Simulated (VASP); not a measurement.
# WO (P4/nmm) in VASP: single point with PBE

Aim: the single point of WO with PBE.

Program: VASP 6.6.1. These are calculated values, not measurements. Logs are shortened: lines on timing, memory, paths and dates and some standing lists are left out, and cuts for length are marked.

## (1) The cell of the first run

Symmetry: P4/nmm, No. 129, tetragonal system. Conventional cell: a = 3.354 Å, b = 3.354 Å, c = 4.226 Å, α = 90.00°, β = 90.00°, γ = 90.00°. W (site symmetry 4mm) has 4 O at 1.95 Å within 2.6 Å. O (site symmetry -4m2) has 4 W at 1.95 Å and 4 O at 2.37 Å within 2.6 Å.

## (2) Single point, PBE

The input, INCAR:

```
SYSTEM = WO
ALGO = Normal ; EDIFF = 1E-6
ENCUT = 520 ; GGA = PE
ISIF = 2 ; ISMEAR = -1
LASPH = .True. ; LCHARG = .True.
LELF = .True. ; LREAL = .False.
LVHAR = .True. ; LWAVE = .False.
NBANDS = 28 ; NELM = 80
PREC = Accurate ; SIGMA = 0.0109
```

The input, KPOINTS:

```
k-points
0
Gamma
  8 8 6
  0 0 0
```

The input, POSCAR:

```
WO
1.0
    3.3541030000      0.0000000000      0.0000000000
    0.0000000000      3.3541030000      0.0000000000
    0.0000000000      0.0000000000      4.2264490000
W O
2 2
Direct
    0.0000000000      0.5000000000      0.2368000000
    0.5000000000      0.0000000000      0.7632000000
    0.0000000000      0.0000000000      0.0000000000
    0.5000000000      0.5000000000      0.0000000000
```

Potentials or basis: VASP PAW PBE potentials, release 64 (W_sv, O).

On the command line:

```bash
cat potpaw_PBE.64/W_sv/POTCAR potpaw_PBE.64/O/POTCAR > POTCAR
mpirun -np 1 vasp_std > vasp.out
```

OUTCAR:

```text
SYSTEM = WO
   EDIFF = 1E-6
   ENCUT = 520
   GGA = PE
   ISIF = 2
   ISMEAR = -1
   LASPH = .True.
   LREAL = .False.
   NELM = 80
   PREC = Accurate

 ion  position               nearest neighbor table
   1  0.000  0.500  0.237-   3 1.95   4 1.95   3 1.95   4 1.95   2 3.10   2 3.10   2 3.10   2 3.10
                             2 3.25   2 3.25   2 3.25   2 3.25
   2  0.500  0.000  0.763-   3 1.95   4 1.95   4 1.95   3 1.95   1 3.10   1 3.10   1 3.10   1 3.10
                             1 3.25   1 3.25   1 3.25   1 3.25
   3  0.000  0.000  0.000-   1 1.95   2 1.95   1 1.95   2 1.95
   4  0.500  0.500  0.000-   1 1.95   2 1.95   2 1.95   1 1.95

  LATTYP: Found a simple tetragonal cell.
 ALAT       =     3.3541030000
 C/A-ratio  =     1.2600832473

  Lattice vectors:

 A1 = (   3.3541030000,   0.0000000000,   0.0000000000)
 A2 = (   0.0000000000,   3.3541030000,   0.0000000000)
 A3 = (   0.0000000000,   0.0000000000,   4.2264490000)

Analysis of symmetry for initial positions (statically):
=====================================================================
 Subroutine PRICEL returns:
 Original cell was already a primitive cell.

 Routine SETGRP: Setting up the symmetry group for a
 simple tetragonal supercell.

 Subroutine GETGRP returns: Found 16 space group operations
 (whereof  8 operations were pure point group operations)
 out of a pool of 16 trial point group operations.

The static configuration has the point symmetry D_2d.
 The point group associated with its full space group is D_4h.

Analysis of symmetry for dynamics (positions and initial velocities):
=====================================================================
 Subroutine PRICEL returns:
 Original cell was already a primitive cell.

 Routine SETGRP: Setting up the symmetry group for a
 simple tetragonal supercell.

 Subroutine GETGRP returns: Found 16 space group operations
 (whereof  8 operations were pure point group operations)
 out of a pool of 16 trial point group operations.

The dynamic configuration has the point symmetry D_2d.
 The point group associated with its full space group is D_4h.

 Subroutine INISYM returns: Found 16 space group operations
 (whereof  8 operations are pure point group operations),
 and found     1 'primitive' translations

----------------------------------------------------------------------------------------

                                     Primitive cell

  volume of cell :      47.5476

  direct lattice vectors                    reciprocal lattice vectors
     3.354103000  0.000000000  0.000000000     0.298142305  0.000000000  0.000000000
     0.000000000  3.354103000  0.000000000     0.000000000  0.298142305  0.000000000
     0.000000000  0.000000000  4.226449000     0.000000000  0.000000000  0.236605245

  length of vectors
     3.354103000  3.354103000  4.226449000     0.298142305  0.298142305  0.236605245

  position of ions in fractional coordinates (direct lattice)
     0.000000000  0.500000000  0.236800000
     0.500000000  0.000000000  0.763200000
     0.000000000  0.000000000  0.000000000
     0.500000000  0.500000000  0.000000000

  ion indices of the primitive-cell ions
   primitive index   ion index
                 1           1
                 2           2
                 3           3
                 4           4

----------------------------------------------------------------------------------------

 KPOINTS: k-points

Automatic generation of k-mesh.
 Grid dimensions read from file:
 generate k-points for:    8    8    6

 Generating k-lattice:

  Cartesian coordinates                     Fractional coordinates (reciprocal lattice)
     0.037267788  0.000000000  0.000000000     0.125000000  0.000000000  0.000000000
     0.000000000  0.037267788  0.000000000     0.000000000  0.125000000  0.000000000
     0.000000000  0.000000000  0.039434207     0.000000000  0.000000000  0.166666667

  Length of vectors
     0.037267788  0.037267788  0.039434207

  Shift w.r.t. Gamma in fractional coordinates (k-lattice)
     0.000000000  0.000000000  0.000000000

 Subroutine IBZKPT returns following result:
 ===========================================

 Found     60 irreducible k-points:

 Following reciprocal coordinates:
            Coordinates               Weight
  0.000000  0.000000  0.000000      1.000000
  0.125000  0.000000  0.000000      4.000000
  0.250000  0.000000  0.000000      4.000000
  0.375000  0.000000  0.000000      4.000000
  0.500000  0.000000  0.000000      2.000000
  0.125000  0.125000  0.000000      4.000000
[... 16 lines left out ...]
  0.375000  0.125000  0.166667     16.000000
  0.500000  0.125000  0.166667      8.000000
 [... further k-points ...]
   k-points           NKPTS =     60   k-points in BZ     NKDIM =     60   number of bands    NBANDS=     28
   number of dos      NEDOS =    301   number of ions     NIONS =      4
   total plane-waves  NPLWV =  25088
   dimension x,y,z NGX =    28 NGY =   28 NGZ =   32
   dimension x,y,z NGXF=    56 NGYF=   56 NGZF=   64
   ions per type =               2   2
   NGX,Y,Z   is equivalent  to a cutoff of  13.88, 13.88, 12.59 a.u.
   NGXF,Y,Z  is equivalent  to a cutoff of  27.76, 27.76, 25.17 a.u.
 SYSTEM =  WO
   PREC   = accura    normal or accurate (medium, high low for compatibility)
   ISTART =      0    job   : 0-new  1-cont  2-samecut
   ICHARG =      2    charge: 1-file 2-atom 10-const
   ISPIN  =      1    spin polarized calculation?
   LNONCOLLINEAR =      F non collinear calculations
   LSORBIT =      F    spin-orbit coupling
   LASPH  =      T    aspherical Exc in radial PAW
   ENCUT  =  520.0 eV  38.22 Ry    6.18 a.u.   6.24  6.24  7.86*2*pi/ulx,y,z
   NELM   =     80;   NELMIN=  2; NELMDL= -5     # of ELM steps
   EDIFF  = 0.1E-05   stopping-criterion for ELM
   LREAL  =      F    real-space projection
   EDIFFG = 0.1E-04   stopping-criterion for IOM
   NSW    =      0    number of steps for IOM
   IBRION =     -1    ionic relax: 0-MD 1-quasi-New 2-CG
   NFREE  =      0    steps in history (QN), initial steepest desc. (CG)
   ISIF   =      2    stress and relaxation
   ISYM   =      2    0-nonsym 1-usesym 2-fastsym
   POTIM  = 0.5000    time-step for ionic-motion
   TEBEG  =    0.0;   TEEND  =   0.0 temperature during run
   PSTRESS=    0.0 pullay stress
   NELECT =      40.0000    total number of electrons
   NUPDOWN=      -1.0000    fix difference up-down
   EMIN   =  10.00;   EMAX   =-10.00  energy-range for DOS
   EFERMI =   0.00;   METHOD = LEGACY
   ISMEAR =    -1;   SIGMA  =   0.01  broadening in eV -4-tet -1-fermi 0-gaus
   EFERMI_NEDOS =   21; number of points for ismear=-14 and -15
   IALGO  =     38    algorithm
   IMIX   =      4    mixing-type and parameters
     AMIX     =   0.40;   BMIX     =  1.00
     AMIX_MAG =   1.60;   BMIX_MAG =  1.00
  volume/ion in A,a.u.               =      11.89        80.22
  Fermi-wavevector in a.u.,A,eV,Ry     =   1.545440  2.920457 32.495929  2.388383
  Thomas-Fermi vector in A             =   2.650818
   LORBIT       =      0    0 simple, 1 ext, 2 COOP (PROOUT), +10 PAW based schemes
   GGA     = PE    functional components
[... 5 lines left out ...]
 non-spin polarized calculation
  energy-cutoff  :      520.00
  volume of cell :       47.55
 maximum number of plane-waves:      1304
 NGX is ok and might be reduce to    28
   NGX = 13   NGY = 13   NGZ = 15

 number of electron      39.9999999 magnetization

 Free energy of the ion-electron system (eV)
  ---------------------------------------------------
  ext. energy  EPLUGINS =         0.00000000
  ---------------------------------------------------
  free energy    TOTEN  =       -35.84267888 eV

  energy without entropy =      -35.84125766  energy(sigma->0) =      -35.84196827

 E-fermi :  10.3978     XC(G=0): -12.8204

 val. band max:       10.3974097170   @ k =   0.3750   0.1250   0.5000
 cond. band min:      10.4192863160   @ k =   0.1250   0.1250   0.1667
 fundamental gap:      0.0218765990
 Fermi energy:        10.3978123829

 k-point     1 :       0.0000    0.0000    0.0000
  band No.  band energies     occupation
      1     -65.0775      2.00000
      2     -65.0346      2.00000
      3     -29.5895      2.00000
      4     -29.5054      2.00000
      5     -29.5054      2.00000
      6     -29.2621      2.00000
[... 20 lines left out ...]
     27      15.7959      0.00000
     28      20.3499      0.00000

 k-point     2 :       0.1250    0.0000    0.0000
  band No.  band energies     occupation
      1     -65.0751      2.00000
      2     -65.0355      2.00000
      3     -29.5861      2.00000
      4     -29.5336      2.00000
      5     -29.4945      2.00000
      6     -29.2851      2.00000
[... 20 lines left out ...]
     27      15.6026      0.00000
     28      20.4825      0.00000

 k-point     3 :       0.2500    0.0000    0.0000
  band No.  band energies     occupation
      1     -65.0687      2.00000
      2     -65.0384      2.00000
      3     -29.5992      2.00000
      4     -29.5960      2.00000
      5     -29.4640      2.00000
      6     -29.3163      2.00000
[... 20 lines left out ...]
     27      15.1584      0.00000
     28      19.9172      0.00000

 k-point     4 :       0.3750    0.0000    0.0000
  band No.  band energies     occupation
      1     -65.0600      2.00000
      2     -65.0436      2.00000
      3     -29.6590      2.00000
      4     -29.6406      2.00000
      5     -29.4204      2.00000
      6     -29.3271      2.00000
[... 20 lines left out ...]
     27      14.8184      0.00000
     28      17.8659      0.00000

 k-point     5 :       0.5000    0.0000    0.0000
  band No.  band energies     occupation
      1     -65.0511      2.00000
      2     -65.0511      2.00000
      3     -29.6750      2.00000
      4     -29.6750      2.00000
      5     -29.3721      2.00000
      6     -29.3721      2.00000
[... 20 lines left out ...]
     27      15.8593      0.00000
     28      15.8593      0.00000

 k-point     6 :       0.1250    0.1250    0.0000
  band No.  band energies     occupation
      1     -65.0728      2.00000
      2     -65.0363      2.00000
      3     -29.5866      2.00000
      4     -29.5567      2.00000
      5     -29.4891      2.00000
      6     -29.3058      2.00000
[... 463 lines left out ...]
      5     -29.4760      2.00000
      6     -29.3057      2.00000
[... 20 lines left out ...]
     27      15.2075      0.00000
     28      18.2402      0.00000

 k-point    22 :       0.2500    0.1250    0.1667
  band No.  band energies     occupation
      1     -65.0655      2.00000
      2     -65.0402      2.00000
      3     -29.6391      2.00000
      4     -29.5960      2.00000
      5     -29.4648      2.00000
      6     -29.3108      2.00000
[... 20 lines left out ...]
     27      14.8422      0.00000
     28      18.7983      0.00000

 k-point    23 :       0.3750    0.1250    0.1667
  band No.  band energies     occupation
      1     -65.0579      2.00000
      2     -65.0442      2.00000
      3     -29.6970      2.00000
      4     -29.6665      2.00000
      5     -29.4284      2.00000
      6     -29.3396      2.00000
[... 20 lines left out ...]
     27      14.6293      0.00000
     28      17.3808      0.00000

 k-point    24 :       0.5000    0.1250    0.1667
  band No.  band energies     occupation
      1     -65.0503      2.00000
      2     -65.0503      2.00000
      3     -29.7104      2.00000
      4     -29.7104      2.00000
      5     -29.3818      2.00000
      6     -29.3818      2.00000
[... 20 lines left out ...]
     27      15.6654      0.00000
     28      15.6654      0.00000

 [... further k-points ...]
[... 5 lines left out ...]
  --------------------------------------------------------------------------------------
  -------------------------------------------------------------------------------------
  Total       13.2380450     13.2380450      7.7331770      0.0000000      0.0000000      0.0000000
  in kB      446.0730767    446.0730767    260.5794188      0.0000000      0.0000000      0.0000000
  external PRESSURE =     384.2418574 kB  Pullay stress =       0.0000000 kB

 VOLUME and BASIS-vectors are now :
 -----------------------------------------------------------------------------
  energy-cutoff  :      520.00
  volume of cell :       47.55
      direct lattice vectors                 reciprocal lattice vectors
     3.354103000  0.000000000  0.000000000     0.298142305  0.000000000  0.000000000
     0.000000000  3.354103000  0.000000000     0.000000000  0.298142305  0.000000000
     0.000000000  0.000000000  4.226449000     0.000000000  0.000000000  0.236605245

 POSITION                                       TOTAL-FORCE (eV/Angst)
 -----------------------------------------------------------------------------------
      0.00000      1.67705      1.00082         0.000000     -0.000000      8.407840
      1.67705      0.00000      3.22563        -0.000000     -0.000000     -8.407840
      0.00000      0.00000      0.00000         0.000000      0.000000      0.000000
      1.67705      1.67705      0.00000         0.000000     -0.000000      0.000000
 -----------------------------------------------------------------------------------
    total drift:                                0.000000      0.000000      0.000000

  FREE ENERGIE OF THE ION-ELECTRON SYSTEM (eV)
  ---------------------------------------------------
  free  energy   TOTEN  =       -35.8426788806 eV

  energy  without entropy=      -35.8412576621  energy(sigma->0) =      -35.84196827
```

Run time: 3.4 min. Hardware: 1 thread of AMD EPYC 7R13 (Zen 3), shared host; peak memory 0.17 GiB.

What came out:

```
Free energy            : -35.8427 eV
Pressure               : 38.4 GPa
Largest force          : 8.408 eV/Å
Band gap on the k mesh : zero (band 20 reaches 10.90 eV, above the bottom of band 21 at 10.08 eV)
```

Forces on the atoms (eV/Å):
```
W    0.000  0.000  8.408
W    0.000  0.000 -8.408
O    0.000  0.000  0.000
O    0.000  0.000  0.000
```

Caveat: spin-orbit coupling is left out, which moves the levels of the heavy elements; forces of over 1 eV/Å act on the atoms, so gaps and moduli don't describe the material at rest.
